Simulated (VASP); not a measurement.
# ZnO (zincite) (P6_3mc) in VASP: further runs

ZnO (zincite) is run at these levels: PBE; tasks: single point.

Everything below comes from runs of VASP 6.6.1. Logs are shortened: lines on timing, memory, paths and dates and some standing lists are left out, and cuts for length are marked.

## (1) The cell of the first run

Symmetry: P6_3mc, No. 186, hexagonal system. Conventional cell: a = 3.227 Å, b = 3.227 Å, c = 5.171 Å, α = 90.00°, β = 90.00°, γ = 120.00°. Within 2.6 Å of Zn (site symmetry 3m) lie 4 O at 1.96 to 1.97 Å. Within 2.6 Å of O (site symmetry 3m) lie 4 Zn at 1.96 to 1.97 Å.

## (2) Single point, PBE (volume scaled by 0.98)

Contents of INCAR:

```
  ALGO = Normal
  EDIFF = 1E-7
  ENCUT = 520
  GGA = PE
  ISIF = 2
  ISMEAR = -1
  LASPH = T
  LCHARG = F
  LREAL = F
  LWAVE = F
  NBANDS = 26
  NELM = 100
  PREC = Accurate
  SIGMA = 0.05
```

Contents of KPOINTS:

```
k-points
0
Gamma
  9 9 5
```

Contents of POSCAR:

```
ZnO
1.0
    3.2274999067      0.0000000000      0.0000000000
   -1.6137499533      2.7950969099      0.0000000000
    0.0000000000      0.0000000000      5.1707703030
Zn O
2 2
Direct
    0.6666666667      0.3333333333      0.0000000000
    0.3333333333      0.6666666667      0.5000000000
    0.3333333333      0.6666666667      0.8790100000
    0.6666666667      0.3333333333      0.3790100000
```

Potentials or basis: VASP PAW PBE potentials, release 64 (Zn, O).

The run is started by

```
> cat potpaw_PBE.64/Zn/POTCAR potpaw_PBE.64/O/POTCAR > POTCAR
> mpirun -np 1 vasp_std > vasp.out
```

OUTCAR:

```text
EDIFF = 1E-7
   ENCUT = 520
   GGA = PE
   ISIF = 2
   ISMEAR = -1
   LASPH = T
   LREAL = F
   NELM = 100
   PREC = Accurate

 ion  position               nearest neighbor table
   1  0.667  0.333  0.000-   4 1.96   3 1.97   3 1.97   3 1.97
   2  0.333  0.667  0.500-   3 1.96   4 1.97   4 1.97   4 1.97
   3  0.333  0.667  0.879-   2 1.96   1 1.97   1 1.97   1 1.97
   4  0.667  0.333  0.379-   1 1.96   2 1.97   2 1.97   2 1.97

  LATTYP: Found a hexagonal cell.
 ALAT       =     3.2274999067
 C/A-ratio  =     1.6020977390

  Lattice vectors:

 A1 = (   3.2274999067,   0.0000000000,   0.0000000000)
 A2 = (  -1.6137499533,   2.7950969099,   0.0000000000)
 A3 = (   0.0000000000,   0.0000000000,   5.1707703030)

Analysis of symmetry for initial positions (statically):
=====================================================================
 Subroutine PRICEL returns:
 Original cell was already a primitive cell.

 Routine SETGRP: Setting up the symmetry group for a
 hexagonal supercell.

 Subroutine GETGRP returns: Found 12 space group operations
 (whereof  6 operations were pure point group operations)
 out of a pool of 24 trial point group operations.

The static configuration has the point symmetry C_3v.
 The point group associated with its full space group is C_6v.

Analysis of symmetry for dynamics (positions and initial velocities):
=====================================================================
 Subroutine PRICEL returns:
 Original cell was already a primitive cell.

 Routine SETGRP: Setting up the symmetry group for a
 hexagonal supercell.

 Subroutine GETGRP returns: Found 12 space group operations
 (whereof  6 operations were pure point group operations)
 out of a pool of 24 trial point group operations.

The dynamic configuration has the point symmetry C_3v.
 The point group associated with its full space group is C_6v.

 Subroutine INISYM returns: Found 12 space group operations
 (whereof  6 operations are pure point group operations),
 and found     1 'primitive' translations

----------------------------------------------------------------------------------------

                                     Primitive cell

  volume of cell :      46.6464

  direct lattice vectors                    reciprocal lattice vectors
     3.227499907  0.000000000  0.000000000     0.309837344  0.178884674  0.000000000
    -1.613749953  2.795096910  0.000000000     0.000000000  0.357769348  0.000000000
     0.000000000  0.000000000  5.170770303     0.000000000  0.000000000  0.193394783

  length of vectors
     3.227499907  3.227499907  5.170770303     0.357769348  0.357769348  0.193394783

  position of ions in fractional coordinates (direct lattice)
     0.666666667  0.333333333  0.000000000
     0.333333333  0.666666667  0.500000000
     0.333333333  0.666666667  0.879010000
     0.666666667  0.333333333  0.379010000

  ion indices of the primitive-cell ions
   primitive index   ion index
                 1           1
                 2           2
                 3           3
                 4           4

----------------------------------------------------------------------------------------

 KPOINTS: k-points

Automatic generation of k-mesh.
 Grid dimensions read from file:
 generate k-points for:    9    9    5

 Generating k-lattice:

  Cartesian coordinates                     Fractional coordinates (reciprocal lattice)
     0.034426372  0.019876075  0.000000000     0.111111111  0.000000000  0.000000000
     0.000000000  0.039752150  0.000000000     0.000000000  0.111111111  0.000000000
     0.000000000  0.000000000  0.038678957     0.000000000  0.000000000  0.200000000

  Length of vectors
     0.039752150  0.039752150  0.038678957

  Shift w.r.t. Gamma in fractional coordinates (k-lattice)
     0.000000000  0.000000000  0.000000000

 Subroutine IBZKPT returns following result:
 ===========================================

 Found     36 irreducible k-points:

 Following reciprocal coordinates:
            Coordinates               Weight
  0.000000  0.000000  0.000000      1.000000
  0.111111  0.000000  0.000000      6.000000
  0.222222  0.000000  0.000000      6.000000
  0.333333  0.000000  0.000000      6.000000
  0.444444  0.000000  0.000000      6.000000
  0.111111  0.111111  0.000000      6.000000
[... 16 lines left out ...]
  0.333333  0.222222  0.200000     24.000000
  0.333333  0.333333  0.200000      4.000000
 [... further k-points ...]
   k-points           NKPTS =     36   k-points in BZ     NKDIM =     36   number of bands    NBANDS=     26
   number of dos      NEDOS =    301   number of ions     NIONS =      4
   total plane-waves  NPLWV =  23040
   dimension x,y,z NGX =    24 NGY =   24 NGZ =   40
   dimension x,y,z NGXF=    48 NGYF=   48 NGZF=   80
   ions per type =               2   2
   NGX,Y,Z   is equivalent  to a cutoff of  12.36, 12.36, 12.86 a.u.
   NGXF,Y,Z  is equivalent  to a cutoff of  24.72, 24.72, 25.72 a.u.
 SYSTEM =  unknown system
   PREC   = accura    normal or accurate (medium, high low for compatibility)
   ISTART =      0    job   : 0-new  1-cont  2-samecut
   ICHARG =      2    charge: 1-file 2-atom 10-const
   ISPIN  =      1    spin polarized calculation?
   LNONCOLLINEAR =      F non collinear calculations
   LSORBIT =      F    spin-orbit coupling
   LASPH  =      T    aspherical Exc in radial PAW
   ENCUT  =  520.0 eV  38.22 Ry    6.18 a.u.   6.00  6.00  9.61*2*pi/ulx,y,z
   NELM   =    100;   NELMIN=  2; NELMDL= -5     # of ELM steps
   EDIFF  = 0.1E-06   stopping-criterion for ELM
   LREAL  =      F    real-space projection
   EDIFFG = 0.1E-05   stopping-criterion for IOM
   NSW    =      0    number of steps for IOM
   IBRION =     -1    ionic relax: 0-MD 1-quasi-New 2-CG
   NFREE  =      0    steps in history (QN), initial steepest desc. (CG)
   ISIF   =      2    stress and relaxation
   ISYM   =      2    0-nonsym 1-usesym 2-fastsym
   POTIM  = 0.5000    time-step for ionic-motion
   TEBEG  =    0.0;   TEEND  =   0.0 temperature during run
   PSTRESS=    0.0 pullay stress
   NELECT =      36.0000    total number of electrons
   NUPDOWN=      -1.0000    fix difference up-down
   EMIN   =  10.00;   EMAX   =-10.00  energy-range for DOS
   EFERMI =   0.00;   METHOD = LEGACY
   ISMEAR =    -1;   SIGMA  =   0.05  broadening in eV -4-tet -1-fermi 0-gaus
   EFERMI_NEDOS =   21; number of points for ismear=-14 and -15
   IALGO  =     38    algorithm
   IMIX   =      4    mixing-type and parameters
     AMIX     =   0.40;   BMIX     =  1.00
     AMIX_MAG =   1.60;   BMIX_MAG =  1.00
  volume/ion in A,a.u.               =      11.66        78.70
  Fermi-wavevector in a.u.,A,eV,Ry     =   1.501653  2.837712 30.680611  2.254961
  Thomas-Fermi vector in A             =   2.612996
   LORBIT       =      0    0 simple, 1 ext, 2 COOP (PROOUT), +10 PAW based schemes
   GGA     = PE    functional components
   LHFCALC =     F    Hartree Fock is set to
   AEXX    =    0.0000 exact exchange contribution
   IVDW    =     0    specifies the selected vdW correction
   LEPSILON=     F    determine dielectric tensor
   LRPA    =     F    only Hartree local field effects (RPA)
 non-spin polarized calculation
  energy-cutoff  :      520.00
  volume of cell :       46.65
 maximum number of plane-waves:      1284
   NGX = 13   NGY = 13   NGZ = 19

 number of electron      36.0000012 magnetization

 Free energy of the ion-electron system (eV)
  ---------------------------------------------------
  ext. energy  EPLUGINS =         0.00000000
  ---------------------------------------------------
  free energy    TOTEN  =       -17.77623059 eV

  energy without entropy =      -17.77622766  energy(sigma->0) =      -17.77622913

 E-fermi :   1.8362     XC(G=0): -11.0199

 val. band max:        1.3873172956   @ k =   0.0000   0.0000   0.0000
 cond. band min:       2.2068855328   @ k =   0.0000   0.0000   0.0000
 fundamental gap:      0.8195682371
 Fermi energy:         1.8362394462

 k-point     1 :       0.0000    0.0000    0.0000
  band No.  band energies     occupation
      1     -16.8676      2.00000
      2     -16.1046      2.00000
      3      -4.4019      2.00000
      4      -4.4019      2.00000
      5      -4.4000      2.00000
      6      -4.3598      2.00000
[... 18 lines left out ...]
     25      15.6509      0.00000
     26      15.6509      0.00000

 k-point     2 :       0.1111    0.0000    0.0000
  band No.  band energies     occupation
      1     -16.7977      2.00000
      2     -16.0743      2.00000
      3      -4.4875      2.00000
      4      -4.3622      2.00000
      5      -4.3182      2.00000
      6      -4.3017      2.00000
[... 18 lines left out ...]
     25      15.7970      0.00000
     26      15.8002      0.00000

 k-point     3 :       0.2222    0.0000    0.0000
  band No.  band energies     occupation
      1     -16.6112      2.00000
      2     -16.0021      2.00000
      3      -4.6478      2.00000
      4      -4.3091      2.00000
      5      -4.2694      2.00000
      6      -4.1740      2.00000
[... 18 lines left out ...]
     25      14.9997      0.00000
     26      15.7704      0.00000

 k-point     4 :       0.3333    0.0000    0.0000
  band No.  band energies     occupation
      1     -16.3736      2.00000
      2     -15.9359      2.00000
      3      -4.7386      2.00000
      4      -4.3676      2.00000
      5      -4.1853      2.00000
      6      -3.9979      2.00000
[... 18 lines left out ...]
     25      14.8926      0.00000
     26      15.6027      0.00000
[... 496 lines left out ...]
      1     -16.2234      2.00000
      2     -15.9471      2.00000
      3      -4.5949      2.00000
      4      -4.5031      2.00000
      5      -4.1073      2.00000
      6      -4.0818      2.00000
[... 18 lines left out ...]
     25      13.5420      0.00000
     26      16.8190      0.00000

 k-point    23 :       0.3333    0.2222    0.2000
  band No.  band energies     occupation
      1     -16.0743      2.00000
      2     -15.9381      2.00000
      3      -4.5171      2.00000
      4      -4.3477      2.00000
      5      -4.1593      2.00000
      6      -3.9463      2.00000
[... 18 lines left out ...]
     25      14.3538      0.00000
     26      15.8882      0.00000

 k-point    24 :       0.3333    0.3333    0.2000
  band No.  band energies     occupation
      1     -15.9792      2.00000
      2     -15.9792      2.00000
      3      -4.4181      2.00000
      4      -4.2127      2.00000
      5      -4.2127      2.00000
      6      -3.8474      2.00000
[... 18 lines left out ...]
     25      15.0143      0.00000
     26      16.1640      0.00000

 [... further k-points ...]
[... 5 lines left out ...]
  --------------------------------------------------------------------------------------
  -------------------------------------------------------------------------------------
  Total        2.5073580      2.5073580      3.0494057      0.0000000      0.0000000      0.0000000
  in kB       86.1209016     86.1209016    104.7387620      0.0000000      0.0000000      0.0000000
  external PRESSURE =      92.3268550 kB  Pullay stress =       0.0000000 kB

 VOLUME and BASIS-vectors are now :
 -----------------------------------------------------------------------------
  energy-cutoff  :      520.00
  volume of cell :       46.65
      direct lattice vectors                 reciprocal lattice vectors
     3.227499907  0.000000000  0.000000000     0.309837344  0.178884674  0.000000000
    -1.613749953  2.795096910  0.000000000     0.000000000  0.357769348  0.000000000
     0.000000000  0.000000000  5.170770303     0.000000000  0.000000000  0.193394783

 POSITION                                       TOTAL-FORCE (eV/Angst)
 -----------------------------------------------------------------------------------
      1.61375      0.93170      0.00000        -0.000000      0.000000     -0.081451
     -0.00000      1.86340      2.58539         0.000000      0.000000     -0.081451
     -0.00000      1.86340      4.54516         0.000000      0.000000      0.081451
      1.61375      0.93170      1.95977         0.000000      0.000000      0.081451
 -----------------------------------------------------------------------------------
    total drift:                                0.000001      0.000001     -0.000005

  FREE ENERGIE OF THE ION-ELECTRON SYSTEM (eV)
  ---------------------------------------------------
  free  energy   TOTEN  =       -17.7762305931 eV

  energy  without entropy=      -17.7762276620  energy(sigma->0) =      -17.77622913
```

Wall time 19 s (1 thread of Intel Xeon Platinum 8559C (Emerald Rapids), shared host); peak memory 0.17 GiB.

Results:

* Free energy: -17.7762 eV
* Pressure: 9.2 GPa
* Largest force: 0.081 eV/Å
* Band gap on the k mesh: 0.82 eV, direct

Forces on the atoms (eV/Å):
```
Zn   0.000  0.000 -0.081
Zn   0.000  0.000 -0.081
O    0.000  0.000  0.081
O    0.000  0.000  0.081
```

Caveat: the cell differs from its parent crystal (volume scaled by 0.98).

## (3) Single point, PBE

This run uses another cell than the first one, of 11.90 Å³/atom, 1.020 times its volume.

Contents of INCAR:

```
SYSTEM = ZnO
PREC = Accurate ; ENCUT = 520
EDIFF = 1E-6 ; ISMEAR = -1
SIGMA = 0.05 ; LREAL = .False.
LASPH = .True. ; NELM = 60
ALGO = Normal ; ISIF = 2
LWAVE = .False. ; LCHARG = .False.
GGA = PE ; NBANDS = 26
```

Contents of KPOINTS:

```
Automatic mesh
0
Gamma
  9 9 5
  0 0 0
```

Contents of POSCAR:

```
ZnO
1.0
    3.2493080000      0.0000000000      0.0000000000
   -1.6246540000      2.8139832727      0.0000000000
    0.0000000000      0.0000000000      5.2057090000
Zn O
2 2
Direct
    0.6666666667      0.3333333333      0.0000000000
    0.3333333333      0.6666666667      0.5000000000
    0.3333333333      0.6666666667      0.8790100000
    0.6666666667      0.3333333333      0.3790100000
```

Potentials or basis: VASP PAW PBE potentials, release 64 (Zn, O).

The run is started by

```
> cat potpaw_PBE.64/Zn/POTCAR potpaw_PBE.64/O/POTCAR > POTCAR
> mpirun -np 1 vasp_std > vasp.out
```

It took 18 s on 1 thread of Intel Xeon Platinum 8559C (Emerald Rapids), shared host; peak memory 0.17 GiB.

It converged, with:

- Free energy: -17.8222 eV
- Pressure: 6.0 GPa
- Largest force: 0.074 eV/Å
- Band gap on the k mesh: 0.79 eV, direct

Forces on the atoms (eV/Å):
```
Zn   0.000  0.000 -0.074
Zn   0.000  0.000 -0.074
O    0.000  0.000  0.074
O    0.000  0.000  0.074
```

Stress tensor (GPa, compression positive):
```
5.43 0.00 0.00
0.00 5.43 0.00
0.00 0.00 7.19
```

Levels at points of the mesh, in eV from the valence-band top:
| k point | band 16 | band 17 | band 18 | band 19 | band 20 | band 21 |
| --- | --- | --- | --- | --- | --- | --- |
| (0.00, 0.00, 0.00) | -0.07 | 0.00 | 0.00 | 0.79 | 5.21 | 8.26 |

A hybrid or GW would open this gap; PBE tends to underestimate it.

[end of part 1 of 2]
